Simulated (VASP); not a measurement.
# TaS2 (P-3m1) in VASP: settings compared

TaS2 is run at these levels: PBE, PBE+D3(BJ); tasks: single point.

Program: VASP 6.6.1. These are calculated values, not measurements. Logs are shortened: lines on timing, memory, paths and dates and some standing lists are left out, and cuts for length are marked.

## 1. The cell of the first run

The structure is trigonal, space group P-3m1 (No. 164). The conventional cell has a = 3.383 Å, b = 3.383 Å, c = 6.168 Å, α = 90.00°, β = 90.00°, γ = 120.00°. Within 3.3 Å of Ta (site symmetry -3m) lie 6 S at 2.47 Å. S (site symmetry 3m) has 3 Ta at 2.47 Å within 3.3 Å.

## 2. Single point, PBE

Contents of INCAR:

```
SYSTEM = TaS2
PREC = Accurate ; ENCUT = 500
EDIFF = 1E-6 ; ISMEAR = 0
SIGMA = 0.1 ; LREAL = .FALSE.
LASPH = .TRUE. ; NELM = 120
ALGO = Normal ; ISIF = 2
LWAVE = .FALSE. ; LCHARG = .TRUE.
GGA = PE ; LELF = .TRUE.
LVHAR = .TRUE. ; NBANDS = 18
GGA_COMPAT = .FALSE.
```

Contents of KPOINTS:

```
regular mesh
0
G
  3 3 1
  0 0 0
```

Contents of POSCAR:

```
TaS2
1.0
    3.3828573416      0.0000000000      0.0000000000
   -1.6914286708      2.9296403952      0.0000000000
    0.0000000000      0.0000000000      6.1679785700
Ta S
1 2
Direct
    0.0000000000      0.0000000000      0.0000000000
    0.6666666667      0.3333333333      0.7542821200
    0.3333333333      0.6666666667      0.2457178800
```

Potentials or basis: VASP PAW PBE potentials, release 64 (Ta_pv, S).

On the command line:

```bash
$ cat potpaw_PBE.64/Ta_pv/POTCAR potpaw_PBE.64/S/POTCAR > POTCAR
$ mpirun -np 1 vasp_std > vasp.out
```

OUTCAR:

```text
SYSTEM = TaS2
   PREC = Accurate
   ENCUT = 500
   EDIFF = 1E-6
   ISMEAR = 0
   LREAL = .FALSE.
   LASPH = .TRUE.
   NELM = 120
   ISIF = 2
   GGA = PE

 ion  position               nearest neighbor table
   1  0.000  0.000  0.000-   2 2.47   3 2.47   3 2.47   2 2.47   2 2.47   3 2.47
   2  0.667  0.333  0.754-   1 2.47   1 2.47   1 2.47
   3  0.333  0.667  0.246-   1 2.47   1 2.47   1 2.47

  LATTYP: Found a hexagonal cell.
 ALAT       =     3.3828573416
 C/A-ratio  =     1.8233043688

  Lattice vectors:

 A1 = (   3.3828573416,   0.0000000000,   0.0000000000)
 A2 = (  -1.6914286708,   2.9296403952,   0.0000000000)
 A3 = (   0.0000000000,   0.0000000000,   6.1679785700)

Analysis of symmetry for initial positions (statically):
=====================================================================
 Subroutine PRICEL returns:
 Original cell was already a primitive cell.

 Routine SETGRP: Setting up the symmetry group for a
 hexagonal supercell.

 Subroutine GETGRP returns: Found 12 space group operations
 (whereof 12 operations were pure point group operations)
 out of a pool of 24 trial point group operations.

The static configuration has the point symmetry D_3d.

Analysis of symmetry for dynamics (positions and initial velocities):
=====================================================================
 Subroutine PRICEL returns:
 Original cell was already a primitive cell.

 Routine SETGRP: Setting up the symmetry group for a
 hexagonal supercell.

 Subroutine GETGRP returns: Found 12 space group operations
 (whereof 12 operations were pure point group operations)
 out of a pool of 24 trial point group operations.

The dynamic configuration has the point symmetry D_3d.

 Subroutine INISYM returns: Found 12 space group operations
 (whereof 12 operations are pure point group operations),
 and found     1 'primitive' translations

----------------------------------------------------------------------------------------

                                     Primitive cell

  volume of cell :      61.1281

  direct lattice vectors                    reciprocal lattice vectors
     3.382857342  0.000000000  0.000000000     0.295608091  0.170669411  0.000000000
    -1.691428671  2.929640395  0.000000000     0.000000000  0.341338822  0.000000000
     0.000000000  0.000000000  6.167978570     0.000000000  0.000000000  0.162127671

  length of vectors
     3.382857342  3.382857342  6.167978570     0.341338822  0.341338822  0.162127671

  position of ions in fractional coordinates (direct lattice)
     0.000000000  0.000000000  0.000000000
     0.666666667  0.333333333  0.754282120
     0.333333333  0.666666667  0.245717880

  ion indices of the primitive-cell ions
   primitive index   ion index
                 1           1
                 2           2
                 3           3

----------------------------------------------------------------------------------------

 KPOINTS: regular mesh

Automatic generation of k-mesh.
 Grid dimensions read from file:
 generate k-points for:    3    3    1

 Generating k-lattice:

  Cartesian coordinates                     Fractional coordinates (reciprocal lattice)
     0.098536030  0.056889804  0.000000000     0.333333333  0.000000000  0.000000000
     0.000000000  0.113779607  0.000000000     0.000000000  0.333333333  0.000000000
     0.000000000  0.000000000  0.162127671     0.000000000  0.000000000  1.000000000

  Length of vectors
     0.113779607  0.113779607  0.162127671

  Shift w.r.t. Gamma in fractional coordinates (k-lattice)
     0.000000000  0.000000000  0.000000000

 Subroutine IBZKPT returns following result:
 ===========================================

 Found      3 irreducible k-points:

 Following reciprocal coordinates:
            Coordinates               Weight
  0.000000  0.000000  0.000000      1.000000
  0.333333  0.000000  0.000000      6.000000
  0.333333  0.333333  0.000000      2.000000
   k-points           NKPTS =      3   k-points in BZ     NKDIM =      3   number of bands    NBANDS=     18
   number of dos      NEDOS =    301   number of ions     NIONS =      3
   total plane-waves  NPLWV =  37632
   dimension x,y,z NGX =    28 NGY =   28 NGZ =   48
   dimension x,y,z NGXF=    56 NGYF=   56 NGZF=   96
   ions per type =               1   2
   NGX,Y,Z   is equivalent  to a cutoff of  13.76, 13.76, 12.94 a.u.
   NGXF,Y,Z  is equivalent  to a cutoff of  27.52, 27.52, 25.87 a.u.
 SYSTEM =  TaS2
   PREC   = accura    normal or accurate (medium, high low for compatibility)
   ISTART =      0    job   : 0-new  1-cont  2-samecut
   ICHARG =      2    charge: 1-file 2-atom 10-const
   ISPIN  =      1    spin polarized calculation?
   LNONCOLLINEAR =      F non collinear calculations
   LSORBIT =      F    spin-orbit coupling
   LASPH  =      T    aspherical Exc in radial PAW
   ENCUT  =  500.0 eV  36.75 Ry    6.06 a.u.   6.17  6.17 11.25*2*pi/ulx,y,z
   NELM   =    120;   NELMIN=  2; NELMDL= -5     # of ELM steps
   EDIFF  = 0.1E-05   stopping-criterion for ELM
   LREAL  =      F    real-space projection
   EDIFFG = 0.1E-04   stopping-criterion for IOM
   NSW    =      0    number of steps for IOM
   IBRION =     -1    ionic relax: 0-MD 1-quasi-New 2-CG
   NFREE  =      0    steps in history (QN), initial steepest desc. (CG)
   ISIF   =      2    stress and relaxation
   ISYM   =      2    0-nonsym 1-usesym 2-fastsym
   POTIM  = 0.5000    time-step for ionic-motion
   TEBEG  =    0.0;   TEEND  =   0.0 temperature during run
   PSTRESS=    0.0 pullay stress
   NELECT =      23.0000    total number of electrons
   NUPDOWN=      -1.0000    fix difference up-down
   EMIN   =  10.00;   EMAX   =-10.00  energy-range for DOS
   EFERMI =   0.00;   METHOD = LEGACY
   ISMEAR =     0;   SIGMA  =   0.10  broadening in eV -4-tet -1-fermi 0-gaus
   EFERMI_NEDOS =   21; number of points for ismear=-14 and -15
   IALGO  =     38    algorithm
   IMIX   =      4    mixing-type and parameters
     AMIX     =   0.40;   BMIX     =  1.00
     AMIX_MAG =   1.60;   BMIX_MAG =  1.00
  volume/ion in A,a.u.               =      20.38       137.50
  Fermi-wavevector in a.u.,A,eV,Ry     =   1.181872  2.233414 19.004913  1.396822
  Thomas-Fermi vector in A             =   2.318137
   LORBIT       =      0    0 simple, 1 ext, 2 COOP (PROOUT), +10 PAW based schemes
   GGA     = PE    functional components
   LHFCALC =     F    Hartree Fock is set to
   AEXX    =    0.0000 exact exchange contribution
   IVDW    =     0    specifies the selected vdW correction
   LEPSILON=     F    determine dielectric tensor
   LRPA    =     F    only Hartree local field effects (RPA)
 non-spin polarized calculation
 Gauss-broadening in eV      SIGMA  =   0.10
  energy-cutoff  :      500.00
  volume of cell :       61.13
 maximum number of plane-waves:      1566
 NGX is ok and might be reduce to    28
   NGX = 13   NGY = 13   NGZ = 23

 number of electron      23.0000002 magnetization

 Free energy of the ion-electron system (eV)
  ---------------------------------------------------
  ext. energy  EPLUGINS =         0.00000000
  ---------------------------------------------------
  free energy    TOTEN  =       -23.01567099 eV

  energy without entropy =      -22.98186487  energy(sigma->0) =      -22.99876793

 E-fermi :   4.2933     XC(G=0): -10.1244

 val. band max:        4.2322799522   @ k =   0.3333   0.0000   0.0000
 cond. band min:       5.0001947109   @ k =   0.0000   0.0000   0.0000
 fundamental gap:      0.7679147587
 Fermi energy:         4.2933421196

 k-point     1 :       0.0000    0.0000    0.0000
  band No.  band energies     occupation
      1     -30.5202      2.00000
      2     -30.4848      2.00000
      3     -30.4848      2.00000
      4      -9.8134      2.00000
      5      -8.0535      2.00000
      6      -1.6800      2.00000
[... 10 lines left out ...]
     17      10.0390      0.00000
     18      10.2761      0.00000

 k-point     2 :       0.3333    0.0000    0.0000
  band No.  band energies     occupation
      1     -30.6786      2.00000
      2     -30.5299      2.00000
      3     -30.4832      2.00000
      4      -8.5552      2.00000
      5      -7.9502      2.00000
      6      -0.7756      2.00000
[... 10 lines left out ...]
     17      11.1784      0.00000
     18      11.6806      0.00000

 k-point     3 :       0.3333    0.3333    0.0000
  band No.  band energies     occupation
      1     -30.6636      2.00000
      2     -30.6636      2.00000
      3     -30.4649      2.00000
      4      -7.8008      2.00000
      5      -7.8008      2.00000
      6      -0.5738      2.00000
[... 10 lines left out ...]
     17      10.5970      0.00000
     18      14.1533      0.00000

------------------------ aborting loop because EDIFF is reached ----------------------------------------

  FORCE on cell =-STRESS in cart. coord.  units (eV):
  Direction    XX          YY          ZZ          XY          YZ          ZX
  --------------------------------------------------------------------------------------
  -------------------------------------------------------------------------------------
  Total        1.1389800      1.1389800      0.3996632      0.0000000      0.0000000      0.0000000
  in kB       29.8528520     29.8528520     10.4752383      0.0000000      0.0000000      0.0000000
  external PRESSURE =      23.3936474 kB  Pullay stress =       0.0000000 kB

 VOLUME and BASIS-vectors are now :
 -----------------------------------------------------------------------------
  energy-cutoff  :      500.00
  volume of cell :       61.13
      direct lattice vectors                 reciprocal lattice vectors
     3.382857342  0.000000000  0.000000000     0.295608091  0.170669411  0.000000000
    -1.691428671  2.929640395  0.000000000     0.000000000  0.341338822  0.000000000
     0.000000000  0.000000000  6.167978570     0.000000000  0.000000000  0.162127671

 POSITION                                       TOTAL-FORCE (eV/Angst)
 -----------------------------------------------------------------------------------
      0.00000      0.00000      0.00000         0.000000      0.000000     -0.000000
      1.69143      0.97655      4.65240        -0.000000      0.000000     -0.173678
     -0.00000      1.95309      1.51558         0.000000     -0.000000      0.173678
 -----------------------------------------------------------------------------------
    total drift:                                0.000000     -0.000000      0.000000

  FREE ENERGIE OF THE ION-ELECTRON SYSTEM (eV)
  ---------------------------------------------------
  free  energy   TOTEN  =       -23.0156709860 eV

  energy  without entropy=      -22.9818648693  energy(sigma->0) =      -22.99876793
```

It used 17 s of CPU time on 1 thread of AMD EPYC 7R13 Processor (Zen 3), on a shared host.

Results:

* Free energy: -23.0157 eV
* Pressure: 2.3 GPa
* Largest force: 0.174 eV/Å

Forces on the atoms (eV/Å):
```
Ta   0.000  0.000  0.000
S    0.000  0.000 -0.174
S    0.000  0.000  0.174
```

Caveat: the k points lie up to 1.02 Å⁻¹ apart; spin-orbit coupling is left out, which moves the levels of the heavy elements; this functional lacks dispersion, which binds the layers, so the pressure and a relaxed spacing across them are unreliable.

## 3. Single point, PBE

Contents of INCAR:

```
PREC = Accurate
ENCUT = 500
EDIFF = 1E-6
ISMEAR = -1
SIGMA = 0.06802846561497
LREAL = F
LASPH = T
NELM = 120
ALGO = Normal
ISIF = 2
LWAVE = F
LCHARG = F
GGA = PE
NBANDS = 18
GGA_COMPAT = F
```

Contents of KPOINTS:

```
Automatic mesh
0
Gamma
  3 3 1
```

POSCAR is that of step 2.

Potentials or basis: VASP PAW PBE potentials, release 64 (Ta_pv, S).

On the command line:

```bash
$ cat potpaw_PBE.64/Ta_pv/POTCAR potpaw_PBE.64/S/POTCAR > POTCAR
$ mpirun -np 1 vasp_std > vasp.out
```

It used 11 s of CPU time on 1 thread of AMD EPYC 7R13 Processor (Zen 3), with other jobs on the host.

The run converged. Its results:

* Free energy: -23.0402 eV
* Pressure: 2.3 GPa
* Largest force: 0.177 eV/Å

Forces in eV/Å, atoms in the order of the input:
```
Ta   0.000  0.000  0.000
S    0.000  0.000 -0.177
S    0.000  0.000  0.177
```

Stress tensor (GPa, compression positive):
```
2.95 0.00 0.00
0.00 2.95 0.00
0.00 0.00 1.08
```

Levels at points of the mesh, in eV from the Fermi level:
| k point | band 8 | band 9 | band 10 | band 11 | band 12 | band 13 | band 14 | band 15 |
| --- | --- | --- | --- | --- | --- | --- | --- | --- |
| (0.00, 0.00, 0.00) | -3.32 | -0.93 | -0.11 | -0.11 | 0.67 | 0.67 | 0.76 | 4.51 |

Caveat: the k points lie up to 1.02 Å⁻¹ apart; spin-orbit coupling is left out, which moves the levels of the heavy elements; this functional lacks dispersion, which binds the layers, so the pressure and a relaxed spacing across them are unreliable.

## 4. Single point, PBE

Contents of INCAR:

```
SYSTEM = TaS2
  PREC = Accurate
  ENCUT = 500
  EDIFF = 1E-6
  ISMEAR = 0
  SIGMA = 0.041
  LREAL = .False.
  LASPH = .True.
  NELM = 120
  ALGO = Normal
  ISIF = 2
  LWAVE = .False.
  LCHARG = .False.
  GGA = PE
  NBANDS = 18
  ISYM = 0
  GGA_COMPAT = .False.
```

Contents of KPOINTS:

```
Automatic mesh
0
Gamma
  2 2 1
  0.5 0.5 0
```

POSCAR is that of step 3.

On the command line:

```bash
$ cat potpaw_PBE.64/Ta_pv/POTCAR potpaw_PBE.64/S/POTCAR > POTCAR
$ mpirun -np 1 vasp_std > vasp.out
```

It used 22 s of CPU time on 1 thread of AMD EPYC 7R13 Processor (Zen 3) (shared host).

Results (log left out):

| Property | Result |
| --- | --- |
| Free energy | -23.5314 eV |
| Pressure | 0.2 GPa |
| Largest force | 0.271 eV/Å |

Forces on the atoms (eV/Å):
```
Ta   0.000  0.000  0.000
S    0.000  0.000 -0.271
S    0.000  0.000  0.271
```

Stress tensor (GPa, compression positive):
```
-0.18  0.00  0.00
 0.00 -0.18  0.00
 0.00  0.00  0.87
```

Levels at points of the mesh, in eV from the Fermi level:
```tsv
k point	band 9	band 10	band 11	band 12	band 13	band 14
(0.25, 0.25, 0.00)	-3.85	-3.67	-2.61	1.00	1.63	2.85
```

Caveat: the k points lie up to 1.07 Å⁻¹ apart; spin-orbit coupling is left out, which moves the levels of the heavy elements; this functional lacks dispersion, which binds the layers, so the pressure and a relaxed spacing across them are unreliable.

## 5. Single point, PBE+D3(BJ)

This run uses another cell than the first one, of 18.89 Å³/atom, 0.927 times its volume.

Contents of INCAR:

```
PREC     = Accurate       # precision mode
ENCUT    = 500            # plane-wave cutoff, eV
EDIFF    = 1E-6           # SCF threshold, eV
ISMEAR   = 1              # smearing method
SIGMA    = 0.017          # smearing width, eV
LREAL    = F              # projectors in reciprocal space
LASPH    = T              # aspherical terms in the spheres
NELM     = 120            # most SCF steps
ALGO     = Normal         # electronic algorithm
ISIF     = 2              # what is computed and relaxed
LWAVE    = F              # write WAVECAR
LCHARG   = F              # write CHGCAR
GGA      = PE             # functional
IVDW     = 12             # dispersion correction
NBANDS   = 18             # bands
GGA_COMPAT= F
```

Contents of KPOINTS:

```
regular mesh
0
Gamma
  3 3 1
```

Contents of POSCAR:

```
TaS2
1.0
    3.2984527072      0.0000000000      0.0000000000
   -1.6492263536      2.8565438376      0.0000000000
    0.0000000000      0.0000000000      6.0140832313
Ta S
1 2
Direct
    0.0000000000      0.0000000000      0.0000000000
    0.6666666667      0.3333333333      0.7542821200
    0.3333333333      0.6666666667      0.2457178800
```

On the command line:

```bash
$ cat potpaw_PBE.64/Ta_pv/POTCAR potpaw_PBE.64/S/POTCAR > POTCAR
$ mpirun -np 1 vasp_std > vasp.out
```

It used 9.2 s of CPU time on 1 thread of AMD EPYC 7R13 Processor (Zen 3), with other jobs on the host.

The run converged. Its results:

```
Free energy                : -24.0257 eV
Pressure                   : 9.0 GPa
Largest force              : 1.827 eV/Å
Dispersion energy per atom : -0.415 eV
```

Forces on the atoms (eV/Å):
```
Ta   0.000  0.000  0.000
S    0.000  0.000 -1.827
S    0.000  0.000  1.827
```

Stress tensor (GPa, compression positive):
```
 7.67  0.00  0.00
 0.00  7.67  0.00
 0.00  0.00 11.59
```

Levels at points of the mesh, in eV from the Fermi level:
| k point | band 8 | band 9 | band 10 | band 11 | band 12 | band 13 | band 14 | band 15 |
| --- | --- | --- | --- | --- | --- | --- | --- | --- |
| (0.00, 0.00, 0.00) | -3.49 | -0.88 | 0.00 | 0.00 | 0.82 | 0.82 | 0.87 | 4.96 |

Caveat: the k points lie up to 1.04 Å⁻¹ apart; spin-orbit coupling is left out, which moves the levels of the heavy elements; forces of over 1 eV/Å act on the atoms, so gaps and moduli don't describe the material at rest.

## 6. The runs side by side

```tsv
level	cell	k mesh	smearing	gap on the mesh (eV)	pressure (GPa)	largest force (eV/Å)
PBE	a = 3.383, b = 3.383, c = 6.168 Å, angles 90.0, 90.0, 120.0°, 3 atoms	3 × 3 × 1	gaussian 0.1 eV	none	2.3	0.17
PBE	a = 3.383, b = 3.383, c = 6.168 Å, angles 90.0, 90.0, 120.0°, 3 atoms	3 × 3 × 1	fermi-dirac 0.0680285 eV	none	2.3	0.18
PBE	a = 3.383, b = 3.383, c = 6.168 Å, angles 90.0, 90.0, 120.0°, 3 atoms	2 × 2 × 1, shifted	gaussian 0.041 eV	none	0.2	0.27
PBE+D3(BJ)	a = 3.298, b = 3.298, c = 6.014 Å, angles 90.0, 90.0, 120.0°, 3 atoms	3 × 3 × 1	methfessel-paxton 0.017 eV	none	9.0	1.83
```

Alike in all rows: task single point; potentials or basis VASP PAW PBE potentials, release 64 (Ta_pv, S); no spin polarisation; cutoff (eV) 500.

Caveats: all runs use coarse meshes; spin-orbit coupling is left out, which moves the levels of the heavy elements; this functional lacks dispersion, which binds the layers, so the pressure and a relaxed spacing across them are unreliable (some runs); forces of over 1 eV/Å act on the atoms, so gaps and moduli don't describe the material at rest (some runs).

Absolute energies hang on the potentials; compare differences alone.
